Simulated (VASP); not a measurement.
Input of a VASP 6.6.1 run:

Contents of INCAR:

```
ALGO     = Normal         # electronic algorithm
EDIFF    = 1E-7           # SCF threshold, eV
ENCUT    = 520            # plane-wave cutoff, eV
GGA      = PE             # functional
ISIF     = 2              # what is computed and relaxed
ISMEAR   = 0              # smearing method
ISPIN    = 2              # spin polarisation
LASPH    = True           # aspherical terms in the spheres
LCHARG   = False          # write CHGCAR
LMAXMIX  = 4              # l up to which the mixer works
LORBIT   = 11             # projections on sites
LREAL    = False          # projectors in reciprocal space
LWAVE    = False          # write WAVECAR
MAGMOM   = 2.19 0         # initial moments
NBANDS   = 21             # bands
NELM     = 150            # most SCF steps
PREC     = Accurate       # precision mode
SIGMA    = 0.1            # smearing width, eV
```

File KPOINTS:

```
k-points
0
Gamma
  6 6 6
```

POSCAR

```
WSe
1.0
    0.0000000000      2.7761939885      2.7761939885
    2.7761939885      0.0000000000      2.7761939885
    2.7761939885      2.7761939885      0.0000000000
W Se
1 1
Direct
    0.0000000000      0.0000000000      0.0000000000
    0.5000000000      0.5000000000      0.5000000000
```

Potentials or basis: VASP PAW PBE potentials, release 64 (W_sv, Se).

Run with:

```bash
$ cat potpaw_PBE.64/W_sv/POTCAR potpaw_PBE.64/Se/POTCAR > POTCAR
$ mpirun -np 1 vasp_std > vasp.out
```

(1) Estimate the net moment.

(2) Predict the site moments.

Results:

(1) 2.69 μB per cell.

(2) W +2.16; Se -0.03 μB.

Caveat: the cell stands under tension.
